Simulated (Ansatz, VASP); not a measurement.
**Two plane-wave programs on TaH3Br2**

```xyz
6
Lattice="3.7076 -3.1575 0.0000 3.7076 3.1575 0.0000 0.0000 0.0000 3.2536" Properties=species:S:1:pos:R:3 pbc="T T T"
Ta    0.0000    0.0000    0.0000
H     3.7076   -1.2797    0.0000
H     3.7076    1.2797    0.0000
H     3.7076    0.0000    1.6268
Br    1.8538   -1.5788    1.6268
Br    1.8538    1.5788    1.6268
```

Change from the starting cell: species swapped into the LaAl2Ag3 type (Cmmm, No. 65).

Alike in both runs: functional PBE; k mesh 4 × 4 × 4; occupations gaussian, width 0.1 eV; collinear spin.

Ansatz relaxed the structure, and its values are those at the end. VASP's run is a single point on that final structure, the one shown.

```csv
,VASP,Ansatz
version,VASP 6.6.1,Ansatz 0.2.0
potentials or method,"VASP PAW PBE potentials, release 64 (Ta_pv, H, Br), cutoff 520 eV","scalar-relativistic, plane waves, PAW"
valence electrons in the cell,28,30
```

|  | VASP | Ansatz | Ansatz less VASP |
| --- | --- | --- | --- |
| gap on the k mesh at the Fermi level (eV) | none | none | - |
| pressure (GPa) | -0.1 | -0.1 | +0.01 |
| rms of the force components (eV/Å) | 0.002 | 0.004 | +0.0024 |
| net moment per atom (μB) | 0.00 | 0.00 | 0.000 |

A gap of «none» marks a metal or a gap that the smearing closes. The functional is the same, so the differences come from potentials, cutoffs and numerics. VASP's potentials hold 28 valence electrons a cell and Ansatz's 30, so a difference there can come from the potentials and not from the codes. Ansatz's warnings: seeded moment not kept.

The k mesh is coarse, so the values compare programs but aren't converged. Spin-orbit coupling is off throughout.
